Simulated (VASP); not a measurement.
# PtS2 (P-3m1) in VASP: further runs, part 2 of 2

VASP 6.6.1. Earlier steps stand in the parts before.

**3. Phonons, r2SCAN**

Input file INCAR:

```
SYSTEM = PtS2
PREC = Accurate
ENCUT = 520
EDIFF = 1E-8
ISMEAR = 0
SIGMA = 0.01
LREAL = .FALSE.
LASPH = .TRUE.
NELM = 100
ALGO = Normal
ISIF = 2
LWAVE = .FALSE.
LCHARG = .TRUE.
METAGGA = R2SCAN
LMIXTAU = .TRUE.
IBRION = 6
NFREE = 2
POTIM = 0.015
NSW = 1
```

Input file KPOINTS:

```
Automatic mesh
0
G
  8 8 4
  0 0 0
```

Input file POSCAR:

```
PtS2
1.0
    3.5479539861      0.0000000000      0.0000000000
   -1.7739769931      3.0726182834      0.0000000000
    0.0000000000      0.0000000000      5.6091901897
Pt S
1 2
Direct
    0.0000000000      0.0000000000      0.0000000000
    0.3333333333      0.6666666667      0.2199061230
    0.6666666667      0.3333333333      0.7800938770
```

Potentials or basis: VASP PAW PBE potentials, release 64 (Pt, S).

On the command line:

```sh
> cat potpaw_PBE.64/Pt/POTCAR potpaw_PBE.64/S/POTCAR > POTCAR
> mpirun -np 1 vasp_std > vasp.out
```

OUTCAR:

```text
SYSTEM = PtS2
   PREC = Accurate
   ENCUT = 520
   EDIFF = 1E-8
   ISMEAR = 0
   LREAL = .FALSE.
   LASPH = .TRUE.
   NELM = 100
   ISIF = 2
   METAGGA = R2SCAN
   IBRION = 6
   NFREE = 2
   POTIM = 0.015
   NSW = 1

 ion  position               nearest neighbor table
   1  0.000  0.000  0.000-   2 2.39   3 2.39   3 2.39   2 2.39   3 2.39   2 2.39
   2  0.333  0.667  0.220-   1 2.39   1 2.39   1 2.39
   3  0.667  0.333  0.780-   1 2.39   1 2.39   1 2.39

  LATTYP: Found a hexagonal cell.
 ALAT       =     3.5479539861
 C/A-ratio  =     1.5809647509

  Lattice vectors:

 A1 = (   3.5479539861,   0.0000000000,   0.0000000000)
 A2 = (  -1.7739769931,   3.0726182834,   0.0000000000)
 A3 = (   0.0000000000,   0.0000000000,   5.6091901897)

Analysis of symmetry for initial positions (statically):
[... 930 lines left out ...]
  Total        0.1679172      0.1679172      0.2140740     -0.0000000      0.0000000     -0.0000000
  in kB        4.3996592      4.3996592      5.6090290     -0.0000000      0.0000000     -0.0000000
  external PRESSURE =       4.8027825 kB  Pullay stress =       0.0000000 kB
[... 18 lines left out ...]
  FREE ENERGIE OF THE ION-ELECTRON SYSTEM (eV)
  ---------------------------------------------------
  free  energy   TOTEN  =       -68.8722775172 eV

  energy  without entropy=      -68.8722775172  energy(sigma->0) =      -68.87227752

 INTERNAL STRAIN TENSORS FROM DISPLACED ATOMS
 ============================================

 INTERNAL STRAIN TENSOR FOR ION    1 for displacements in x,y,z  (eV/Angst):
          X           Y           Z          XY          YZ          ZX
  --------------------------------------------------------------------------------
  x     0.00000     0.00000     0.00000     0.00000     0.00000     0.00000
  y     0.00000     0.00000     0.00000     0.00000     0.00000     0.00000
  z     0.00000     0.00000     0.00000     0.00000     0.00000     0.00000

 INTERNAL STRAIN TENSOR FOR ION    3 for displacements in x,y,z  (eV/Angst):
          X           Y           Z          XY          YZ          ZX
  --------------------------------------------------------------------------------
  x     0.00000    -0.00000     0.00000    -6.38753    -0.00000    12.63839
  y    -6.38753     6.38753     0.00000    -0.00000    12.63839    -0.00000
  z    12.41943    12.41943    16.01888    -0.00000     0.00000     0.00000

 Eigenvectors and eigenvalues of the dynamical matrix
 ----------------------------------------------------

   1 f  =   10.199032 THz    64.082406 2PiTHz  340.203075 cm-1    42.179787 meV
             X         Y         Z           dx          dy          dz
      0.000000  0.000000  0.000000    -0.000000   -0.000000    0.000000
     -0.000000  2.048412  1.233495    -0.000000   -0.000000   -0.707107
      1.773977  1.024206  4.375695     0.000000    0.000000    0.707107
[... 43 lines left out ...]
   9 f/i=    0.000376 THz     0.002360 2PiTHz    0.012529 cm-1     0.001553 meV
             X         Y         Z           dx          dy          dz
      0.000000  0.000000  0.000000     0.000000   -0.000000   -0.867538
     -0.000000  2.048412  1.233495     0.000000   -0.000000   -0.351695
      1.773977  1.024206  4.375695     0.000000   -0.000000   -0.351695

 ELASTIC MODULI CONTR FROM IONIC RELAXATION (kBar)
 Direction    XX          YY          ZZ          XY          YZ          ZX
 --------------------------------------------------------------------------------
 XX        -793.5274   -390.9481   -763.8826      0.0000    398.2728     -0.0000
 YY        -390.9481   -793.5274   -763.8826      0.0000   -398.2728      0.0000
 ZZ        -763.8826   -763.8826   -985.2742      0.0000     -0.0000     -0.0000
 XY           0.0000      0.0000      0.0000   -201.2896      0.0000    398.2728
 YZ         398.2728   -398.2728     -0.0000      0.0000   -788.0247      0.0000
 ZX          -0.0000      0.0000     -0.0000    398.2728      0.0000   -788.0247
 --------------------------------------------------------------------------------
```

stdout:

```text
POSCAR found type information on POSCAR PtS
 POSCAR found :  2 types and       3 ions
 scaLAPACK will be used
 -----------------------------------------------------------------------------
|                                                                             |
|                                                                             |
|     You enforced a specific xc type in the INCAR file but a different       |
|     I HOPE YOU KNOW WHAT YOU ARE DOING!                                     |
|                                                                             |
 -----------------------------------------------------------------------------

 LDA part: xc-table for (None), standard interpolation
 POSCAR, INCAR and KPOINTS ok, starting setup
 FFT: planning ... GRIDC
 FFT: planning ... GRID_SOFT
 FFT: planning ... GRID
 WAVECAR not read
 entering main loop
 Found     4 degrees of freedom:
 Finite differences POTIM= 0.01500 DOF=   4
 bond charge predicted
 Finite differences progress:
 bond charge predicted
 Finite differences progress:
 bond charge predicted
 Finite differences progress:
 bond charge predicted
 Finite differences progress:
 bond charge predicted
 Finite differences progress:
 bond charge predicted
 Finite differences progress:
 bond charge predicted
 Finite differences progress:
 bond charge predicted
 Finite differences progress:
```

It took 28 min on 1 thread of Oxide Virtual Turin-like, shared host; peak memory 0.35 GiB.

What came out:

```
Highest phonon frequency at Γ, LO-TO splitting left out : 340 cm⁻¹
```

Phonon frequencies in cm⁻¹ (negative: imaginary):
```tsv
q point	frequencies
(0.000, 0.000, 0.000)	0 0 0 300 300 312 312 327 340
```

Caveat: the PAW data sets were made with another functional, which shifts forces and pressure a little; spin-orbit coupling is left out, which moves the levels of the heavy elements.
